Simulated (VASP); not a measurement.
# MgS (F-43m) in VASP: single point with PBE

Aim: the single point of MgS with PBE.

All numbers are computed with VASP 6.6.1; they aren't measurements. Logs are shortened: lines on timing, memory, paths and dates and some standing lists are left out, and cuts for length are marked.

### 1 The cell of the first run

It takes space group F-43m (No. 216, cubic). The conventional cell has a = 5.697 Å, b = 5.697 Å, c = 5.697 Å, α = 90.00°, β = 90.00°, γ = 90.00°. Within 3.3 Å of Mg (site symmetry -43m) lie 4 S at 2.47 Å. Within 3.3 Å of S (site symmetry -43m) lie 4 Mg at 2.47 Å.

### 2 Single point, PBE

File INCAR:

```
SYSTEM = MgS
ALGO     = Normal         ! electronic algorithm
EDIFF    = 1E-6           ! SCF threshold, eV
ENCUT    = 520            ! plane-wave cutoff, eV
GGA      = PE             ! functional
ISIF     = 2              ! what is computed and relaxed
ISMEAR   = 0              ! smearing method
ISYM     = 0            
LASPH    = .True.         ! aspherical terms in the spheres
LCHARG   = .False.        ! write CHGCAR
LREAL    = .False.        ! projectors in reciprocal space
LWAVE    = .False.        ! write WAVECAR
NBANDS   = 16             ! bands
NELM     = 80             ! most SCF steps
PREC     = Accurate       ! precision mode
SIGMA    = 0.05           ! smearing width, eV
```

File KPOINTS:

```
k-points
0
Gamma
  9 9 8
  0 0 0
```

File POSCAR:

```
MgS
1.0
    0.0000000000     -2.8485905209     -2.8485905209
   -2.8485905209      0.0000000000     -2.8485905209
    2.8485905209      2.8485905209     -5.6971810419
Mg S
2 2
Direct
    0.0000000000      0.0000000000      0.0000000000
    0.5000000000      0.5000000000      0.5000000000
    0.3750000000      0.3750000000      0.8750000000
    0.8750000000      0.8750000000      0.3750000000
```

Potentials or basis: VASP PAW PBE potentials, release 64 (Mg, S).

The run is started by

```sh
$ cat potpaw_PBE.64/Mg/POTCAR potpaw_PBE.64/S/POTCAR > POTCAR
$ mpirun -np 1 vasp_std > vasp.out
```

OUTCAR:

```text
SYSTEM = MgS
   EDIFF = 1E-6
   ENCUT = 520
   GGA = PE
   ISIF = 2
   ISMEAR = 0
   ISYM = 0
   LASPH = .True.
   LREAL = .False.
   NELM = 80
   PREC = Accurate

 ion  position               nearest neighbor table
   1  0.000  0.000  0.000-   3 2.47   3 2.47   3 2.47   4 2.47
   2  0.500  0.500  0.500-   4 2.47   4 2.47   4 2.47   3 2.47
   3  0.375  0.375  0.875-   1 2.47   1 2.47   1 2.47   2 2.47
   4  0.875  0.875  0.375-   2 2.47   2 2.47   2 2.47   1 2.47

IMPORTANT INFORMATION: All symmetrisations will be switched off!
NOSYMM: (Re-)initialisation of all symmetry stuff for point group C_1.

----------------------------------------------------------------------------------------

                                     Primitive cell

  volume of cell :      92.4592

  direct lattice vectors                    reciprocal lattice vectors
     0.000000000 -2.848590521 -2.848590521     0.087762702 -0.263288105 -0.087762702
    -2.848590521  0.000000000 -2.848590521    -0.263288105  0.087762702 -0.087762702
     2.848590521  2.848590521 -5.697181042     0.087762702  0.087762702 -0.087762702

  length of vectors
     4.028515348  4.028515348  6.977593262     0.291075952  0.291075952  0.152009458

  position of ions in fractional coordinates (direct lattice)
     0.000000000  0.000000000  0.000000000
     0.500000000  0.500000000  0.500000000
     0.375000000  0.375000000  0.875000000
     0.875000000  0.875000000  0.375000000

  ion indices of the primitive-cell ions
   primitive index   ion index
                 1           1
                 2           2
                 3           3
                 4           4

----------------------------------------------------------------------------------------

 KPOINTS: k-points

Automatic generation of k-mesh.
 Grid dimensions read from file:
 generate k-points for:    9    9    8

 Generating k-lattice:

  Cartesian coordinates                     Fractional coordinates (reciprocal lattice)
     0.009751411 -0.029254234 -0.009751411     0.111111111  0.000000000  0.000000000
    -0.029254234  0.009751411 -0.009751411     0.000000000  0.111111111  0.000000000
     0.010970338  0.010970338 -0.010970338     0.000000000  0.000000000  0.125000000

  Length of vectors
     0.032341772  0.032341772  0.019001182

  Shift w.r.t. Gamma in fractional coordinates (k-lattice)
     0.000000000  0.000000000  0.000000000

 -----------------------------------------------------------------------------
|                                                                             |
|           W    W    AA    RRRRR   N    N  II  N    N   GGGG   !!!           |
|           W    W   A  A   R    R  NN   N  II  NN   N  G    G  !!!           |
|           W    W  A    A  R    R  N N  N  II  N N  N  G       !!!           |
|           W WW W  AAAAAA  RRRRR   N  N N  II  N  N N  G  GGG   !            |
|           WW  WW  A    A  R   R   N   NN  II  N   NN  G    G                |
|           W    W  A    A  R    R  N    N  II  N    N   GGGG   !!!           |
|                                                                             |
|     Your reciprocal lattice and k-lattice belong to different lattice       |
|     classes:                                                                |
|                                                                             |
|        The reciprocal lattice is rhombohedral (trigonal),                   |
|        whereas your k-lattice is base-centered monoclinic.                  |
|                                                                             |
|     Results are often still useful ...                                      |
|                                                                             |
 -----------------------------------------------------------------------------

 WARNING: IBZKPT: internal override: KBLOWUP is changed to .FALSE.
      ... skipping the blow-up phase ...

 Subroutine IBZKPT returns following result:
 ===========================================

 Found    325 irreducible k-points:

 Following reciprocal coordinates:
            Coordinates               Weight
  0.000000  0.000000  0.000000      1.000000
  0.111111  0.000000  0.000000      2.000000
  0.222222  0.000000  0.000000      2.000000
  0.333333  0.000000 -0.000000      2.000000
  0.444444  0.000000  0.000000      2.000000
  0.000000  0.111111  0.000000      2.000000
[... 16 lines left out ...]
 -0.111111  0.222222  0.000000      2.000000
  0.000000  0.333333 -0.000000      2.000000
 [... further k-points ...]
   k-points           NKPTS =    325   k-points in BZ     NKDIM =    325   number of bands    NBANDS=     16
   number of dos      NEDOS =    301   number of ions     NIONS =      4
   total plane-waves  NPLWV =  48600
   dimension x,y,z NGX =    30 NGY =   30 NGZ =   54
   dimension x,y,z NGXF=    60 NGYF=   60 NGZF=  108
   ions per type =               2   2
   NGX,Y,Z   is equivalent  to a cutoff of  12.38, 12.38, 12.87 a.u.
   NGXF,Y,Z  is equivalent  to a cutoff of  24.76, 24.76, 25.73 a.u.
 SYSTEM =  MgS
   PREC   = accura    normal or accurate (medium, high low for compatibility)
   ISTART =      0    job   : 0-new  1-cont  2-samecut
   ICHARG =      2    charge: 1-file 2-atom 10-const
   ISPIN  =      1    spin polarized calculation?
   LNONCOLLINEAR =      F non collinear calculations
   LSORBIT =      F    spin-orbit coupling
   LASPH  =      T    aspherical Exc in radial PAW
   ENCUT  =  520.0 eV  38.22 Ry    6.18 a.u.   7.49  7.49 12.97*2*pi/ulx,y,z
   NELM   =     80;   NELMIN=  2; NELMDL= -5     # of ELM steps
   EDIFF  = 0.1E-05   stopping-criterion for ELM
   LREAL  =      F    real-space projection
   EDIFFG = 0.1E-04   stopping-criterion for IOM
   NSW    =      0    number of steps for IOM
   IBRION =     -1    ionic relax: 0-MD 1-quasi-New 2-CG
   NFREE  =      0    steps in history (QN), initial steepest desc. (CG)
   ISIF   =      2    stress and relaxation
   ISYM   =      0    0-nonsym 1-usesym 2-fastsym
   POTIM  = 0.5000    time-step for ionic-motion
   TEBEG  =    0.0;   TEEND  =   0.0 temperature during run
   PSTRESS=    0.0 pullay stress
   NELECT =      16.0000    total number of electrons
   NUPDOWN=      -1.0000    fix difference up-down
   EMIN   =  10.00;   EMAX   =-10.00  energy-range for DOS
   EFERMI =   0.00;   METHOD = LEGACY
   ISMEAR =     0;   SIGMA  =   0.05  broadening in eV -4-tet -1-fermi 0-gaus
   EFERMI_NEDOS =   21; number of points for ismear=-14 and -15
   IALGO  =     38    algorithm
   IMIX   =      4    mixing-type and parameters
     AMIX     =   0.40;   BMIX     =  1.00
     AMIX_MAG =   1.60;   BMIX_MAG =  1.00
  volume/ion in A,a.u.               =      23.11       155.99
  Fermi-wavevector in a.u.,A,eV,Ry     =   0.912287  1.723972 11.323687  0.832268
  Thomas-Fermi vector in A             =   2.036665
   LORBIT       =      0    0 simple, 1 ext, 2 COOP (PROOUT), +10 PAW based schemes
   GGA     = PE    functional components
   LHFCALC =     F    Hartree Fock is set to
   AEXX    =    0.0000 exact exchange contribution
   IVDW    =     0    specifies the selected vdW correction
   LEPSILON=     F    determine dielectric tensor
   LRPA    =     F    only Hartree local field effects (RPA)
 non-spin polarized calculation
 Gauss-broadening in eV      SIGMA  =   0.05
  energy-cutoff  :      520.00
  volume of cell :       92.46
 maximum number of plane-waves:      2515
 NGX is ok and might be reduce to    30
   NGX = 15   NGY = 15   NGZ = 25

 number of electron      15.9999999 magnetization

 Free energy of the ion-electron system (eV)
  ---------------------------------------------------
  ext. energy  EPLUGINS =         0.00000000
  ---------------------------------------------------
  free energy    TOTEN  =       -16.94576491 eV

  energy without entropy =      -16.94576491  energy(sigma->0) =      -16.94576491

 E-fermi :   1.1987     XC(G=0):  -8.3184

 val. band max:        0.9478366400   @ k =   0.0000   0.0000   0.0000
 cond. band min:       4.3134153867   @ k =   0.0000   0.0000   0.0000
 fundamental gap:      3.3655787466
 Fermi energy:         1.1987247300

 k-point     1 :       0.0000    0.0000    0.0000
  band No.  band energies     occupation
      1     -10.2588      2.00000
      2      -9.6058      2.00000
      3      -2.1154      2.00000
      4       0.6273      2.00000
      5       0.6273      2.00000
      6       0.9478      2.00000
[... 8 lines left out ...]
     15       8.8494      0.00000
     16       9.4637      0.00000

 k-point     2 :       0.1111    0.0000    0.0000
  band No.  band energies     occupation
      1     -10.1971      2.00000
      2      -9.5765      2.00000
      3      -2.0126      2.00000
      4       0.2772      2.00000
      5       0.4888      2.00000
      6       0.5676      2.00000
[... 8 lines left out ...]
     15       9.0468      0.00000
     16       9.8061      0.00000

 k-point     3 :       0.2222    0.0000    0.0000
  band No.  band energies     occupation
      1     -10.0278      2.00000
      2      -9.5061      2.00000
      3      -1.7231      2.00000
      4      -0.4487      2.00000
      5      -0.3676      2.00000
      6       0.4299      2.00000
[... 8 lines left out ...]
     15       9.6270      0.00000
     16       9.6701      0.00000

 k-point     4 :       0.3333    0.0000   -0.0000
  band No.  band energies     occupation
      1      -9.7986      2.00000
      2      -9.4444      2.00000
      3      -1.4135      2.00000
      4      -1.1231      2.00000
      5      -0.9843      2.00000
      6       0.2984      2.00000
[... 8 lines left out ...]
     15       9.7964      0.00000
     16      10.4008      0.00000
[... 324 lines left out ...]
 k-point    22 :      -0.2222    0.2222    0.0000
  band No.  band energies     occupation
      1      -9.7108      2.00000
      2      -9.3940      2.00000
      3      -1.3286      2.00000
      4      -1.3007      2.00000
      5      -0.8529      2.00000
      6      -0.2657      2.00000
[... 8 lines left out ...]
     15       9.5210      0.00000
     16       9.6758      0.00000

 k-point    23 :      -0.1111    0.2222    0.0000
  band No.  band energies     occupation
      1      -9.8933      2.00000
      2      -9.4444      2.00000
      3      -1.5200      2.00000
      4      -0.8756      2.00000
      5      -0.7551      2.00000
      6       0.1419      2.00000
[... 8 lines left out ...]
     15       9.4973      0.00000
     16      10.2133      0.00000

 k-point    24 :       0.0000    0.3333   -0.0000
  band No.  band energies     occupation
      1      -9.7986      2.00000
      2      -9.4444      2.00000
      3      -1.4135      2.00000
      4      -1.1231      2.00000
      5      -0.9843      2.00000
      6       0.2984      2.00000
[... 8 lines left out ...]
     15       9.7964      0.00000
     16      10.4008      0.00000

 [... further k-points ...]

------------------------ aborting loop because EDIFF is reached ----------------------------------------

  FORCE on cell =-STRESS in cart. coord.  units (eV):
  Direction    XX          YY          ZZ          XY          YZ          ZX
  --------------------------------------------------------------------------------------
  -------------------------------------------------------------------------------------
  Total       -0.0825818     -0.0825814     -0.0824151      0.0000154      0.0000300      0.0000293
  in kB       -1.4310177     -1.4310104     -1.4281285      0.0002675      0.0005193      0.0005082
  external PRESSURE =      -1.4300522 kB  Pullay stress =       0.0000000 kB

 VOLUME and BASIS-vectors are now :
 -----------------------------------------------------------------------------
  energy-cutoff  :      520.00
  volume of cell :       92.46
      direct lattice vectors                 reciprocal lattice vectors
     0.000000000 -2.848590521 -2.848590521     0.087762702 -0.263288105 -0.087762702
    -2.848590521  0.000000000 -2.848590521    -0.263288105  0.087762702 -0.087762702
     2.848590521  2.848590521 -5.697181042     0.087762702  0.087762702 -0.087762702

 POSITION                                       TOTAL-FORCE (eV/Angst)
 -----------------------------------------------------------------------------------
      0.00000      0.00000      0.00000         0.000003      0.000003     -0.000002
      0.00000      0.00000     -5.69718         0.000003      0.000003     -0.000002
      1.42430      1.42430     -7.12148        -0.000003     -0.000003      0.000002
     -1.42430     -1.42430     -7.12148        -0.000003     -0.000003      0.000002
 -----------------------------------------------------------------------------------
    total drift:                               -0.000007     -0.000007      0.000005

  FREE ENERGIE OF THE ION-ELECTRON SYSTEM (eV)
  ---------------------------------------------------
  free  energy   TOTEN  =       -16.9457649055 eV

  energy  without entropy=      -16.9457649055  energy(sigma->0) =      -16.94576491
```

Run time: 11 min. Hardware: 1 thread of AMD EPYC 7R13, shared host; peak memory 0.51 GiB.

What came out:

- Free energy: -16.9458 eV
- Pressure: -0.1 GPa
- Band gap on the k mesh: 3.37 eV

Levels at points of the mesh, in eV from the valence-band top:
```csv
k point,band 5,band 6,band 7,band 8,band 9,band 10,band 11,band 12
"(0.00, 0.00, 0.00)",-0.32,0.00,0.00,0.00,3.37,5.05,7.61,7.61
"(0.00, 0.00, 0.50)",-0.17,-0.17,-0.17,-0.17,4.88,4.88,7.72,7.72
```

Caveat: an odd mesh through Γ misses points on the zone boundary, where band edges can lie.
